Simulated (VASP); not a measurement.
# Hf4C (I4/m) in VASP: notebook

The runs below take Hf4C through relaxation of cell and atoms, single point, with PBE.

All numbers are computed with VASP 6.6.1; they aren't measurements. Logs are shortened: lines on timing, memory, paths and dates and some standing lists are left out, and cuts for length are marked.

### 1 The cell of the first run

Symmetry: I4/m, No. 87, tetragonal system. Conventional cell: a = 6.347 Å, b = 6.347 Å, c = 3.982 Å, α = 90.00°, β = 90.00°, γ = 90.00°. Hf (site symmetry m) has 3 C at 2.83 to 2.84 Å and 9 Hf at 2.83 to 2.84 Å within 3.7 Å. Within 3.7 Å of C (site symmetry 4/m) lie 12 Hf at 2.83 to 2.84 Å.

The cell was generated, and may not be a known phase.

### 2 Relaxation of cell and atoms, PBE

Contents of INCAR:

```
SYSTEM = Hf4C
ALGO = Normal
EDIFF = 1E-7
EDIFFG = -0.04
ENCUT = 600
GGA = PE
IBRION = 2
ISIF = 3
ISMEAR = 0
LASPH = .True.
LCHARG = .False.
LREAL = .False.
LWAVE = .False.
NELM = 100
NSW = 90
PREC = Accurate
SIGMA = 0.1
```

Contents of KPOINTS:

```
k-points
0
Gamma
  6 6 6
  0 0 0
```

Contents of POSCAR:

```
Hf4C
1.0
   -3.1733487900      3.1733487900      1.9907952700
    3.1733487900     -3.1733487900      1.9907952700
    3.1733487900      3.1733487900     -1.9907952700
Hf C
4 1
Direct
    0.4000000100      0.2000000100      0.6000000200
    0.2000000100      0.5999999900      0.8000000000
    0.5999999900      0.7999999900      0.3999999800
    0.7999999900      0.4000000100      0.2000000000
    0.0000000000      0.0000000000      0.0000000000
```

Potentials or basis: VASP PAW PBE potentials, release 64 (Hf_pv, C).

Run with:

```bash
cat potpaw_PBE.64/Hf_pv/POTCAR potpaw_PBE.64/C/POTCAR > POTCAR
mpirun -np 1 vasp_std > vasp.out
```

OUTCAR:

```text
SYSTEM = Hf4C
   EDIFF = 1E-7
   EDIFFG = -0.04
   ENCUT = 600
   GGA = PE
   IBRION = 2
   ISIF = 3
   ISMEAR = 0
   LASPH = .True.
   LREAL = .False.
   NELM = 100
   NSW = 90
   PREC = Accurate

 ion  position               nearest neighbor table
   1  0.400  0.200  0.600-   5 2.83   5 2.83   2 2.83   2 2.83   4 2.83   4 2.83   3 2.83   3 2.83
                             4 2.84   2 2.84   3 2.84   5 2.84
   2  0.200  0.600  0.800-   5 2.83   5 2.83   1 2.83   1 2.83   3 2.83   3 2.83   4 2.83   4 2.83
                             3 2.84   1 2.84   4 2.84   5 2.84
   3  0.600  0.800  0.400-   5 2.83   5 2.83   4 2.83   4 2.83   2 2.83   2 2.83   1 2.83   1 2.83
                             2 2.84   4 2.84   1 2.84   5 2.84
   4  0.800  0.400  0.200-   5 2.83   5 2.83   3 2.83   3 2.83   1 2.83   1 2.83   2 2.83   2 2.83
                             1 2.84   3 2.84   2 2.84   5 2.84
   5  0.000  0.000  0.000-   1 2.83   3 2.83   3 2.83   1 2.83   2 2.83   4 2.83   2 2.83   4 2.83
                             4 2.84   2 2.84   3 2.84   1 2.84

  LATTYP: Found a body centered tetragonal cell.
 ALAT       =     6.3466975800
 C/A-ratio  =     0.6273483949

  Lattice vectors:

 A1 = (  -3.1733487900,   3.1733487900,   1.9907952700)
 A2 = (   3.1733487900,  -3.1733487900,   1.9907952700)
 A3 = (   3.1733487900,   3.1733487900,  -1.9907952700)

Analysis of symmetry for initial positions (statically):
=====================================================================
 Subroutine PRICEL returns:
 Original cell was already a primitive cell.

 Routine SETGRP: Setting up the symmetry group for a
 body centered tetragonal supercell.

 Subroutine GETGRP returns: Found  8 space group operations
 (whereof  8 operations were pure point group operations)
 out of a pool of 16 trial point group operations.

The static configuration has the point symmetry C_4h.

Analysis of symmetry for dynamics (positions and initial velocities):
=====================================================================
 Subroutine PRICEL returns:
 Original cell was already a primitive cell.

 Routine SETGRP: Setting up the symmetry group for a
 body centered tetragonal supercell.

 Subroutine GETGRP returns: Found  8 space group operations
 (whereof  8 operations were pure point group operations)
 out of a pool of 16 trial point group operations.

The dynamic configuration has the point symmetry C_4h.

 Subroutine INISYM returns: Found  8 space group operations
 (whereof  8 operations are pure point group operations),
 and found     1 'primitive' translations

----------------------------------------------------------------------------------------

                                     Primitive cell

  volume of cell :      80.1904

  direct lattice vectors                    reciprocal lattice vectors
    -3.173348790  3.173348790  1.990795270     0.000000000  0.157562258  0.251155911
     3.173348790 -3.173348790  1.990795270     0.157562258  0.000000000  0.251155911
     3.173348790  3.173348790 -1.990795270     0.157562258  0.157562258  0.000000000

  length of vectors
     4.909536729  4.909536729  4.909536729     0.296488038  0.296488038  0.222826682

  position of ions in fractional coordinates (direct lattice)
     0.400000010  0.200000010  0.600000020
     0.200000010  0.599999990  0.800000000
     0.599999990  0.799999990  0.399999980
     0.799999990  0.400000010  0.200000000
     0.000000000  0.000000000  0.000000000

  ion indices of the primitive-cell ions
   primitive index   ion index
                 1           1
                 2           2
                 3           3
                 4           4
                 5           5

----------------------------------------------------------------------------------------

 KPOINTS: k-points

Automatic generation of k-mesh.
 Grid dimensions read from file:
 generate k-points for:    6    6    6

 Generating k-lattice:

  Cartesian coordinates                     Fractional coordinates (reciprocal lattice)
     0.000000000  0.026260376  0.041859319     0.166666667  0.000000000 -0.000000000
     0.026260376  0.000000000  0.041859319     0.000000000  0.166666667 -0.000000000
     0.026260376  0.026260376  0.000000000     0.000000000  0.000000000  0.166666667

  Length of vectors
     0.049414673  0.049414673  0.037137780

  Shift w.r.t. Gamma in fractional coordinates (k-lattice)
     0.000000000  0.000000000  0.000000000

 Subroutine IBZKPT returns following result:
 ===========================================

 Found     36 irreducible k-points:

 Following reciprocal coordinates:
            Coordinates               Weight
  0.000000  0.000000  0.000000      1.000000
  0.166667  0.000000  0.000000      8.000000
  0.333333 -0.000000  0.000000      8.000000
  0.500000  0.000000 -0.000000      4.000000
  0.166667  0.166667 -0.000000      8.000000
  0.333333  0.166667  0.000000      8.000000
[... 16 lines left out ...]
 -0.333333  0.333333 -0.166667      4.000000
 -0.166667  0.333333  0.166667      8.000000
 [... further k-points ...]
   k-points           NKPTS =     36   k-points in BZ     NKDIM =     36   number of bands    NBANDS=     26
   number of dos      NEDOS =    301   number of ions     NIONS =      5
   total plane-waves  NPLWV =  64000
   dimension x,y,z NGX =    40 NGY =   40 NGZ =   40
   dimension x,y,z NGXF=    80 NGYF=   80 NGZF=   80
   ions per type =               4   1
   NGX,Y,Z   is equivalent  to a cutoff of  13.54, 13.54, 13.54 a.u.
   NGXF,Y,Z  is equivalent  to a cutoff of  27.09, 27.09, 27.09 a.u.
 SYSTEM =  Hf4C
   PREC   = accura    normal or accurate (medium, high low for compatibility)
   ISTART =      0    job   : 0-new  1-cont  2-samecut
   ICHARG =      2    charge: 1-file 2-atom 10-const
   ISPIN  =      1    spin polarized calculation?
   LNONCOLLINEAR =      F non collinear calculations
   LSORBIT =      F    spin-orbit coupling
   LASPH  =      T    aspherical Exc in radial PAW
   ENCUT  =  600.0 eV  44.10 Ry    6.64 a.u.   9.81  9.81  9.81*2*pi/ulx,y,z
   NELM   =    100;   NELMIN=  2; NELMDL= -5     # of ELM steps
   EDIFF  = 0.1E-06   stopping-criterion for ELM
   LREAL  =      F    real-space projection
   EDIFFG = -.4E-01   stopping-criterion for IOM
   NSW    =     90    number of steps for IOM
   IBRION =      2    ionic relax: 0-MD 1-quasi-New 2-CG
   NFREE  =      1    steps in history (QN), initial steepest desc. (CG)
   ISIF   =      3    stress and relaxation
   ISYM   =      2    0-nonsym 1-usesym 2-fastsym
   POTIM  = 0.5000    time-step for ionic-motion
   TEBEG  =    0.0;   TEEND  =   0.0 temperature during run
   PSTRESS=    0.0 pullay stress
   NELECT =      44.0000    total number of electrons
   NUPDOWN=      -1.0000    fix difference up-down
   EMIN   =  10.00;   EMAX   =-10.00  energy-range for DOS
   EFERMI =   0.00;   METHOD = LEGACY
   ISMEAR =     0;   SIGMA  =   0.10  broadening in eV -4-tet -1-fermi 0-gaus
   EFERMI_NEDOS =   21; number of points for ismear=-14 and -15
   IALGO  =     38    algorithm
   IMIX   =      4    mixing-type and parameters
     AMIX     =   0.40;   BMIX     =  1.00
     AMIX_MAG =   1.60;   BMIX_MAG =  1.00
  volume/ion in A,a.u.               =      16.04       108.23
  Fermi-wavevector in a.u.,A,eV,Ry     =   1.340247  2.532700 24.439645  1.796263
  Thomas-Fermi vector in A             =   2.468575
   LORBIT       =      0    0 simple, 1 ext, 2 COOP (PROOUT), +10 PAW based schemes
   GGA     = PE    functional components
   LHFCALC =     F    Hartree Fock is set to
   AEXX    =    0.0000 exact exchange contribution
   IVDW    =     0    specifies the selected vdW correction
   LEPSILON=     F    determine dielectric tensor
   LRPA    =     F    only Hartree local field effects (RPA)
 conjugate gradient relaxation of ions
 non-spin polarized calculation
 Gauss-broadening in eV      SIGMA  =   0.10
  energy-cutoff  :      600.00
  volume of cell :       80.19
 maximum number of plane-waves:      2690
   NGX = 19   NGY = 19   NGZ = 19

--------------------------------------- Ionic step        1  -------------------------------------------

 number of electron      43.9999995 magnetization

 Free energy of the ion-electron system (eV)
  ---------------------------------------------------
  ext. energy  EPLUGINS =         0.00000000
  ---------------------------------------------------
  free energy    TOTEN  =       -43.88869763 eV

  energy without entropy =      -43.86160973  energy(sigma->0) =      -43.87515368

------------------------ aborting loop because EDIFF is reached ----------------------------------------

  FORCE on cell =-STRESS in cart. coord.  units (eV):
  Direction    XX          YY          ZZ          XY          YZ          ZX
  --------------------------------------------------------------------------------------
  -------------------------------------------------------------------------------------
  Total       13.3497994     13.3497994      8.1669925      0.0000001     -0.0000000     -0.0000000
  in kB      266.7246256    266.7246256    163.1738375      0.0000012     -0.0000000     -0.0000000
  external PRESSURE =     232.2076962 kB  Pullay stress =       0.0000000 kB
[... 98 lines left out ...]
  FREE ENERGIE OF THE ION-ELECTRON SYSTEM (eV)
  ---------------------------------------------------
  free  energy   TOTEN  =       -45.0098217030 eV

  energy  without entropy=      -44.9817158668  energy(sigma->0) =      -44.99576878

[... ionic steps 4 to 48 ...]

--------------------------------------- Ionic step       49  -------------------------------------------

 number of electron      44.0000000 magnetization

------------------------ aborting loop because EDIFF is reached ----------------------------------------
[... 73 lines left out ...]
--------------------------------------- Ionic step       51  -------------------------------------------

 number of electron      44.0000000 magnetization

 Free energy of the ion-electron system (eV)
  ---------------------------------------------------
  ext. energy  EPLUGINS =         0.00000000
  ---------------------------------------------------
  free energy    TOTEN  =       -47.76184190 eV

  energy without entropy =      -47.72312164  energy(sigma->0) =      -47.74248177

 E-fermi :   5.3163     XC(G=0): -11.6187

 val. band max:        5.2908882329   @ k =  -0.1667   0.5000  -0.0000
 cond. band min:       5.3186465323   @ k =   0.5000   0.3333   0.0000
 fundamental gap:      0.0277582993
 Fermi energy:         5.3163159160

 k-point     1 :       0.0000    0.0000    0.0000
  band No.  band energies     occupation
      1     -25.6466      2.00000
      2     -25.6029      2.00000
      3     -25.4577      2.00000
      4     -25.4577      2.00000
      5     -24.8419      2.00000
      6     -24.8419      2.00000
[... 685 lines left out ...]
     25       6.5053      0.00000
     26       6.6794      0.00000

 [... further k-points ...]

------------------------ aborting loop because EDIFF is reached ----------------------------------------

  FORCE on cell =-STRESS in cart. coord.  units (eV):
  Direction    XX          YY          ZZ          XY          YZ          ZX
  --------------------------------------------------------------------------------------
  -------------------------------------------------------------------------------------
  Total        0.0418868      0.0418868      0.0268085      0.0000002      0.0000000      0.0000000
  in kB        0.7339662      0.7339662      0.4697547      0.0000043      0.0000000      0.0000000
  external PRESSURE =       0.6458957 kB  Pullay stress =       0.0000000 kB
[... 20 lines left out ...]
  FREE ENERGIE OF THE ION-ELECTRON SYSTEM (eV)
  ---------------------------------------------------
  free  energy   TOTEN  =       -47.7618418961 eV

  energy  without entropy=      -47.7231216395  energy(sigma->0) =      -47.74248177

 reached required accuracy - stopping structural energy minimisation
```

Wall time 35 min (1 thread of Intel Xeon 6975P-C (Granite Rapids), shared host); peak memory 0.3 GiB.

What came out:

- Free energy: -47.7618 eV
- Relaxed volume: 18.29 Å³/atom
- Relaxed cell: a = 5.692 Å, b = 5.692 Å, c = 5.692 Å, α = 94.08°, β = 94.08°, γ = 149.04°
- Space group after relaxing (to 0.1 Å): I4/m (No. 87)
- Energy gained by relaxing: 774.6 meV/atom
- Ionic steps: 51
- Pressure after relaxing: 0.1 GPa
- Largest force after relaxing: 0.014 eV/Å
- Band gap on the k mesh: zero (bands 22 and 23 overlap by 0.46 eV)

Forces in eV/Å, atoms in the order of the input:
```
Hf   0.012 -0.006  0.000
Hf   0.006  0.012  0.000
Hf  -0.012  0.006  0.000
Hf  -0.006 -0.012  0.000
C    0.000  0.000  0.000
```

Step by step:
```csv
step,energy change (eV),largest force (eV/Å),pressure (GPa),volume (Å³)
1,0.0000,1.9609,23.22,80.19
3,-1.1211,0.4168,-1.51,94.61
5,-1.1221,0.4378,-0.68,93.89
7,-1.1972,0.1358,0.25,93.01
9,-1.2143,0.3460,-1.26,94.38
11,-1.2210,0.7757,-3.24,96.40
13,-1.2244,0.8204,-3.38,96.54
15,-1.2415,1.0038,-3.96,97.11
17,-1.4082,1.7616,-5.99,99.18
19,-1.6732,2.5158,-8.84,103.81
21,-1.8629,2.4846,-8.54,102.44
23,-1.8878,2.4595,-8.62,102.64
25,-1.9077,2.4633,-8.72,102.82
27,-1.9267,2.4712,-9.13,103.27
29,-1.9284,2.4740,-9.24,103.39
31,-1.9924,2.4636,-8.99,102.91
33,-2.2666,2.3988,-7.76,100.78
35,-3.0584,1.9634,-0.62,92.49
37,-3.2209,1.5506,6.64,87.15
39,-3.7878,0.5778,0.62,90.46
41,-3.8640,0.1087,-0.76,92.06
43,-3.8668,0.0857,-0.08,91.68
45,-3.8676,0.0854,0.06,91.57
47,-3.8720,0.0422,-0.04,91.57
49,-3.8727,0.0173,-0.09,91.57
51,-3.8731,0.0136,0.06,91.43
```

Final structure:
```yaml
crystal:
  lattice:
    - [-3.87910, 3.87911, 1.51911]
    - [3.87910, -3.87911, 1.51911]
    - [3.87911, 3.87910, -1.51911]
  atoms:
    - { symbol: Hf, position: [0.43501, 0.24644, 0.68144] }
    - { symbol: Hf, position: [0.24644, 0.56499, 0.81143] }
    - { symbol: Hf, position: [0.56499, 0.75356, 0.31856] }
    - { symbol: Hf, position: [0.75356, 0.43501, 0.18857] }
    - { symbol: C, position: [0.00000, 0.00000, 0.00000] }
```

Caveat: a cell axis changed by over 15 % at a fixed basis, so the end point is rough; spin-orbit coupling is left out, which moves the levels of the heavy elements.

[end of part 1 of 2]

The gap in the log of VASP goes by the Fermi energy; the results here count the filled bands.